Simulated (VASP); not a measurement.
Wanted: the native input for a VASP 6.6.1 run.

```yaml
Task: relaxation of cell and atoms
Functional: PBEsol-based global hybrid with 25 % exact exchange
Potentials_or_basis: VASP PAW PBE potentials, release 64 (N, B)
Cutoff: 600 eV
k_mesh: 7 × 7 × 7
Occupations: fermi-dirac, width 0.05 eV
Spin: no spin polarisation
Dipole_correction: no
Grid_for_exact_exchange_PRECFOCK: Normal
Share_of_exact_exchange: 0.25
Further_INCAR_settings: ALGO = Normal; EDIFF = 1e-07; IBRION = 2; EDIFFG = -0.01; NSW = 60; ISIF = 3
```

Crystal: BN.

```xyz
2
Lattice="0.0000 1.8130 1.8130 1.8130 0.0000 1.8130 1.8130 1.8130 0.0000" Properties=species:S:1:pos:R:3 pbc="T T T"
N     0.9065    0.9065    0.9065
B     0.0000    0.0000    0.0000
```

The input as run:

POSCAR

```
BN
1.0
    0.0000000000      1.8130010000      1.8130010000
    1.8130010000      0.0000000000      1.8130010000
    1.8130010000      1.8130010000      0.0000000000
N B
1 1
Direct
    0.2500000000      0.2500000000      0.2500000000
    0.0000000000      0.0000000000      0.0000000000
```

INCAR.step1

```
PREC = Accurate ; ENCUT = 600
EDIFF = 1E-5 ; ISMEAR = -1
SIGMA = 0.05 ; LREAL = False
LASPH = True ; NELM = 60
ALGO = Normal ; LWAVE = True
LCHARG = False ; GGA = PE
NBANDS = 11
```

INCAR.step2

```
PREC = Accurate ; ENCUT = 600
EDIFF = 1E-7 ; ISMEAR = -1
SIGMA = 0.05 ; LREAL = False
LASPH = True ; NELM = 60
ALGO = Normal ; ISIF = 3
LWAVE = False ; LCHARG = False
GGA = PS ; LHFCALC = True
AEXX = 0.25 ; PRECFOCK = Normal
IBRION = 2 ; NSW = 60
EDIFFG = -0.01 ; ISTART = 1
```

KPOINTS

```
Automatic mesh
0
Gamma
  7 7 7
```

Potentials or basis: VASP PAW PBE potentials, release 64 (N, B).

The run is started by

```console
$ cat potpaw_PBE.64/N/POTCAR potpaw_PBE.64/B/POTCAR > POTCAR
$ cp INCAR.step1 INCAR
$ mpirun -np 1 vasp_std > vasp.out
$ cp INCAR.step2 INCAR
$ mpirun -np 1 vasp_std > vasp.out
```

Results of the run:

```
Relaxed volume                        : 5.76 Å³/atom
Relaxed cell                          : a = 2.536 Å, b = 2.536 Å, c = 2.536 Å, α = 60.00°, β = 60.00°, γ = 60.00°
Space group after relaxing (to 0.1 Å) : F-43m (No. 216)
Energy gained by relaxing             : 8.2 meV/atom
Ionic steps                           : 3
Pressure after relaxing               : -0.1 GPa
Band gap on the k mesh                : 6.75 eV (least direct gap 11.41 eV)
```

Caveat: the k points lie up to 0.43 Å⁻¹ apart in the final cell; the PAW data sets were made with another functional, which shifts forces and pressure a little; an odd mesh through Γ misses points on the zone boundary, where band edges can lie.

Wall time 30 min on 1 thread of AMD EPYC 7R13, with other jobs on the host, peak memory 0.1 GiB.
